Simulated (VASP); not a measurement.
# MgS in VASP: notebook

Runs on MgS. Level: PBE. Tasks: single point.

Everything below comes from runs of VASP 6.6.1. Logs are shortened: lines on timing, memory, paths and dates and some standing lists are left out, and cuts for length are marked.

**1. The cell of the first run**

It takes space group Fm-3m (No. 225, cubic). The conventional cell has a = 5.411 Å, b = 5.411 Å, c = 5.411 Å, α = 90.00°, β = 90.00°, γ = 90.00°. Within 3.6 Å of Mg (site symmetry m-3m) lie 6 S at 2.71 Å. Within 3.6 Å of S (site symmetry m-3m) lie 6 Mg at 2.71 Å.

**2. Single point, PBE (strain +0.040 along x and y, +0.040 along z)**

The input, INCAR:

```
SYSTEM = MgS
PREC = Accurate
ENCUT = 520
EDIFF = 1E-7
ISMEAR = 0
SIGMA = 0.05
LREAL = .False.
LASPH = .True.
NELM = 60
ALGO = Normal
ISIF = 2
LWAVE = .False.
LCHARG = .True.
GGA = PE
LELF = .True.
LVHAR = .True.
NBANDS = 11
```

The input, KPOINTS:

```
regular mesh
0
Gamma
  8 8 8
  0 0 0
```

The input, POSCAR:

```
MgS
1.0
    0.0000000000      2.7057160000      2.7057160000
    2.7057160000      0.0000000000      2.7057160000
    2.7057160000      2.7057160000      0.0000000000
Mg S
1 1
Direct
    0.0000000000      0.0000000000      0.0000000000
    0.5000000000      0.5000000000      0.5000000000
```

Potentials or basis: VASP PAW PBE potentials, release 64 (Mg, S).

On the command line:

```sh
$ cat potpaw_PBE.64/Mg/POTCAR potpaw_PBE.64/S/POTCAR > POTCAR
$ mpirun -np 1 vasp_std > vasp.out
```

OUTCAR:

```text
SYSTEM = MgS
   PREC = Accurate
   ENCUT = 520
   EDIFF = 1E-7
   ISMEAR = 0
   LREAL = .False.
   LASPH = .True.
   NELM = 60
   ISIF = 2
   GGA = PE

 ion  position               nearest neighbor table
   1  0.000  0.000  0.000-   2 2.71   2 2.71   2 2.71   2 2.71   2 2.71   2 2.71
   2  0.500  0.500  0.500-   1 2.71   1 2.71   1 2.71   1 2.71   1 2.71   1 2.71

  LATTYP: Found a face centered cubic cell.
 ALAT       =     5.4114320000

  Lattice vectors:

 A1 = (   0.0000000000,   2.7057160000,   2.7057160000)
 A2 = (   2.7057160000,   0.0000000000,   2.7057160000)
 A3 = (   2.7057160000,   2.7057160000,   0.0000000000)

Analysis of symmetry for initial positions (statically):
=====================================================================
 Subroutine PRICEL returns:
 Original cell was already a primitive cell.

 Routine SETGRP: Setting up the symmetry group for a
 face centered cubic supercell.

 Subroutine GETGRP returns: Found 48 space group operations
 (whereof 48 operations were pure point group operations)
 out of a pool of 48 trial point group operations.

The static configuration has the point symmetry O_h .

Analysis of symmetry for dynamics (positions and initial velocities):
=====================================================================
 Subroutine PRICEL returns:
 Original cell was already a primitive cell.

 Routine SETGRP: Setting up the symmetry group for a
 face centered cubic supercell.

 Subroutine GETGRP returns: Found 48 space group operations
 (whereof 48 operations were pure point group operations)
 out of a pool of 48 trial point group operations.

The dynamic configuration has the point symmetry O_h .

 Subroutine INISYM returns: Found 48 space group operations
 (whereof 48 operations are pure point group operations),
 and found     1 'primitive' translations

----------------------------------------------------------------------------------------

                                     Primitive cell

  volume of cell :      39.6165

  direct lattice vectors                    reciprocal lattice vectors
     0.000000000  2.705716000  2.705716000    -0.184793970  0.184793970  0.184793970
     2.705716000  0.000000000  2.705716000     0.184793970 -0.184793970  0.184793970
     2.705716000  2.705716000  0.000000000     0.184793970  0.184793970 -0.184793970

  length of vectors
     3.826460263  3.826460263  3.826460263     0.320072544  0.320072544  0.320072544

  position of ions in fractional coordinates (direct lattice)
     0.000000000  0.000000000  0.000000000
     0.500000000  0.500000000  0.500000000

  ion indices of the primitive-cell ions
   primitive index   ion index
                 1           1
                 2           2

----------------------------------------------------------------------------------------

 KPOINTS: regular mesh

Automatic generation of k-mesh.
 Grid dimensions read from file:
 generate k-points for:    8    8    8

 Generating k-lattice:

  Cartesian coordinates                     Fractional coordinates (reciprocal lattice)
    -0.023099246  0.023099246  0.023099246     0.125000000  0.000000000  0.000000000
     0.023099246 -0.023099246  0.023099246     0.000000000  0.125000000  0.000000000
     0.023099246  0.023099246 -0.023099246     0.000000000  0.000000000  0.125000000

  Length of vectors
     0.040009068  0.040009068  0.040009068

  Shift w.r.t. Gamma in fractional coordinates (k-lattice)
     0.000000000  0.000000000  0.000000000

 Subroutine IBZKPT returns following result:
 ===========================================

 Found     29 irreducible k-points:

 Following reciprocal coordinates:
            Coordinates               Weight
  0.000000  0.000000  0.000000      1.000000
  0.125000  0.000000  0.000000      8.000000
  0.250000  0.000000  0.000000      8.000000
  0.375000  0.000000  0.000000      8.000000
  0.500000  0.000000  0.000000      4.000000
  0.125000  0.125000  0.000000      6.000000
[... 16 lines left out ...]
  0.500000  0.250000  0.125000     48.000000
 -0.375000  0.250000  0.125000     24.000000
 [... further k-points ...]
   k-points           NKPTS =     29   k-points in BZ     NKDIM =     29   number of bands    NBANDS=     11
   number of dos      NEDOS =    301   number of ions     NIONS =      2
   total plane-waves  NPLWV =  21952
   dimension x,y,z NGX =    28 NGY =   28 NGZ =   28
   dimension x,y,z NGXF=    56 NGYF=   56 NGZF=   56
   ions per type =               1   1
   NGX,Y,Z   is equivalent  to a cutoff of  12.16, 12.16, 12.16 a.u.
   NGXF,Y,Z  is equivalent  to a cutoff of  24.33, 24.33, 24.33 a.u.
 SYSTEM =  MgS
   PREC   = accura    normal or accurate (medium, high low for compatibility)
   ISTART =      0    job   : 0-new  1-cont  2-samecut
   ICHARG =      2    charge: 1-file 2-atom 10-const
   ISPIN  =      1    spin polarized calculation?
   LNONCOLLINEAR =      F non collinear calculations
   LSORBIT =      F    spin-orbit coupling
   LASPH  =      T    aspherical Exc in radial PAW
   ENCUT  =  520.0 eV  38.22 Ry    6.18 a.u.   7.11  7.11  7.11*2*pi/ulx,y,z
   NELM   =     60;   NELMIN=  2; NELMDL= -5     # of ELM steps
   EDIFF  = 0.1E-06   stopping-criterion for ELM
   LREAL  =      F    real-space projection
   EDIFFG = 0.1E-05   stopping-criterion for IOM
   NSW    =      0    number of steps for IOM
   IBRION =     -1    ionic relax: 0-MD 1-quasi-New 2-CG
   NFREE  =      0    steps in history (QN), initial steepest desc. (CG)
   ISIF   =      2    stress and relaxation
   ISYM   =      2    0-nonsym 1-usesym 2-fastsym
   POTIM  = 0.5000    time-step for ionic-motion
   TEBEG  =    0.0;   TEEND  =   0.0 temperature during run
   PSTRESS=    0.0 pullay stress
   NELECT =       8.0000    total number of electrons
   NUPDOWN=      -1.0000    fix difference up-down
   EMIN   =  10.00;   EMAX   =-10.00  energy-range for DOS
   EFERMI =   0.00;   METHOD = LEGACY
   ISMEAR =     0;   SIGMA  =   0.05  broadening in eV -4-tet -1-fermi 0-gaus
   EFERMI_NEDOS =   21; number of points for ismear=-14 and -15
   IALGO  =     38    algorithm
   IMIX   =      4    mixing-type and parameters
     AMIX     =   0.40;   BMIX     =  1.00
     AMIX_MAG =   1.60;   BMIX_MAG =  1.00
  volume/ion in A,a.u.               =      19.81       133.67
  Fermi-wavevector in a.u.,A,eV,Ry     =   0.960460  1.815006 12.551149  0.922483
  Thomas-Fermi vector in A             =   2.089746
   LORBIT       =      0    0 simple, 1 ext, 2 COOP (PROOUT), +10 PAW based schemes
   GGA     = PE    functional components
   LHFCALC =     F    Hartree Fock is set to
   AEXX    =    0.0000 exact exchange contribution
   IVDW    =     0    specifies the selected vdW correction
   LEPSILON=     F    determine dielectric tensor
   LRPA    =     F    only Hartree local field effects (RPA)
 non-spin polarized calculation
 Gauss-broadening in eV      SIGMA  =   0.05
  energy-cutoff  :      520.00
  volume of cell :       39.62
 maximum number of plane-waves:      1090
   NGX = 15   NGY = 15   NGZ = 15

 number of electron       7.9999998 magnetization

 Free energy of the ion-electron system (eV)
  ---------------------------------------------------
  ext. energy  EPLUGINS =         0.00000000
  ---------------------------------------------------
  free energy    TOTEN  =        -8.41653298 eV

  energy without entropy =       -8.41653298  energy(sigma->0) =       -8.41653298

 E-fermi :   2.9704     XC(G=0):  -9.2128

 val. band max:        2.7423587587   @ k =   0.0000   0.0000   0.0000
 cond. band min:       5.2529704672   @ k =   0.5000   0.5000   0.0000
 fundamental gap:      2.5106117085
 Fermi energy:         2.9704189052

 k-point     1 :       0.0000    0.0000    0.0000
  band No.  band energies     occupation
      1      -9.3106      2.00000
      2       2.7424      2.00000
      3       2.7424      2.00000
      4       2.7424      2.00000
      5       5.5915      0.00000
      6      10.7405      0.00000
      7      10.7405      0.00000
      8      10.7405      0.00000
      9      12.9408      0.00000
     10      12.9408      0.00000
     11      14.9520      0.00000

 k-point     2 :       0.1250    0.0000    0.0000
  band No.  band energies     occupation
      1      -9.1869      2.00000
      2       1.7629      2.00000
      3       2.6637      2.00000
      4       2.6637      2.00000
      5       6.4288      0.00000
      6      10.3381      0.00000
      7      10.9269      0.00000
      8      10.9269      0.00000
      9      12.2174      0.00000
     10      12.2174      0.00000
     11      14.5481      0.00000

 k-point     3 :       0.2500    0.0000    0.0000
  band No.  band energies     occupation
      1      -8.8576      2.00000
      2       0.2094      2.00000
      3       2.4897      2.00000
      4       2.4897      2.00000
      5       7.2128      0.00000
      6      10.4022      0.00000
      7      10.4022      0.00000
      8      10.4551      0.00000
      9      12.8100      0.00000
     10      12.8100      0.00000
     11      13.8540      0.00000

 k-point     4 :       0.3750    0.0000    0.0000
  band No.  band energies     occupation
      1      -8.4689      2.00000
      2      -1.0227      2.00000
      3       2.3344      2.00000
      4       2.3344      2.00000
      5       7.1943      0.00000
      6       9.7302      0.00000
      7       9.7302      0.00000
      8      11.3259      0.00000
      9      13.7671      0.00000
     10      14.6238      0.00000
     11      14.6238      0.00000

 k-point     5 :       0.5000    0.0000    0.0000
  band No.  band energies     occupation
      1      -8.2830      2.00000
      2      -1.5032      2.00000
      3       2.2746      2.00000
      4       2.2746      2.00000
      5       7.1097      0.00000
      6       9.4884      0.00000
      7       9.4884      0.00000
      8      11.5877      0.00000
      9      14.2780      0.00000
     10      16.6706      0.00000
     11      16.6706      0.00000
[... 211 lines left out ...]
 k-point    21 :       0.5000    0.5000    0.0000
  band No.  band energies     occupation
      1      -7.9960      2.00000
      2      -0.8722      2.00000
      3       1.3060      2.00000
      4       1.3060      2.00000
      5       5.2530      0.00000
      6       7.4517      0.00000
      7      13.6270      0.00000
      8      14.9368      0.00000
      9      14.9368      0.00000
     10      15.2152      0.00000
     11      18.0695      0.00000

 k-point    22 :       0.3750    0.2500    0.1250
  band No.  band energies     occupation
      1      -8.6039      2.00000
      2      -0.0223      2.00000
      3       1.5286      2.00000
      4       2.1934      2.00000
      5       7.9581      0.00000
      6       9.2874      0.00000
      7       9.4286      0.00000
      8      11.4283      0.00000
      9      12.5714      0.00000
     10      15.2006      0.00000
     11      16.6689      0.00000

 k-point    23 :       0.5000    0.2500    0.1250
  band No.  band energies     occupation
      1      -8.2807      2.00000
      2      -0.7100      2.00000
      3       1.0631      2.00000
      4       1.9287      2.00000
      5       7.9906      0.00000
      6       8.8622      0.00000
      7      10.2797      0.00000
      8      11.1868      0.00000
      9      13.8106      0.00000
     10      16.2693      0.00000
     11      16.7850      0.00000

 k-point    24 :      -0.3750    0.2500    0.1250
  band No.  band energies     occupation
      1      -8.1311      2.00000
      2      -1.0209      2.00000
      3       0.9351      2.00000
      4       1.7881      2.00000
      5       7.9865      0.00000
      6       8.5847      0.00000
      7      10.7741      0.00000
      8      11.5668      0.00000
      9      14.4847      0.00000
     10      15.0997      0.00000
     11      17.5785      0.00000

 [... further k-points ...]

------------------------ aborting loop because EDIFF is reached ----------------------------------------

  FORCE on cell =-STRESS in cart. coord.  units (eV):
  Direction    XX          YY          ZZ          XY          YZ          ZX
  --------------------------------------------------------------------------------------
  -------------------------------------------------------------------------------------
  Total       -1.5797895     -1.5797895     -1.5797895      0.0000000      0.0000000      0.0000000
  in kB      -63.8900420    -63.8900420    -63.8900420      0.0000000      0.0000000      0.0000000
  external PRESSURE =     -63.8900420 kB  Pullay stress =       0.0000000 kB

 VOLUME and BASIS-vectors are now :
 -----------------------------------------------------------------------------
  energy-cutoff  :      520.00
  volume of cell :       39.62
      direct lattice vectors                 reciprocal lattice vectors
     0.000000000  2.705716000  2.705716000    -0.184793970  0.184793970  0.184793970
     2.705716000  0.000000000  2.705716000     0.184793970 -0.184793970  0.184793970
     2.705716000  2.705716000  0.000000000     0.184793970  0.184793970 -0.184793970

 POSITION                                       TOTAL-FORCE (eV/Angst)
 -----------------------------------------------------------------------------------
      0.00000      0.00000      0.00000         0.000000      0.000000      0.000000
      2.70572      2.70572      2.70572        -0.000000     -0.000000     -0.000000
 -----------------------------------------------------------------------------------
    total drift:                                0.000000      0.000000      0.000000

  FREE ENERGIE OF THE ION-ELECTRON SYSTEM (eV)
  ---------------------------------------------------
  free  energy   TOTEN  =        -8.4165329788 eV

  energy  without entropy=       -8.4165329788  energy(sigma->0) =       -8.41653298
```

It took 25 s on 1 thread of AMD EPYC 7R13, shared host; peak memory 0.13 GiB.

Results:

```
Free energy            : -8.4165 eV
Pressure               : -6.4 GPa
Band gap on the k mesh : 2.51 eV, indirect (least direct gap 2.85 eV)
```

Caveat: the cell differs from its parent crystal (strain +0.040 along x and y, +0.040 along z). A k mesh can miss the band edges.

(Part 1 of 3 ends here.)
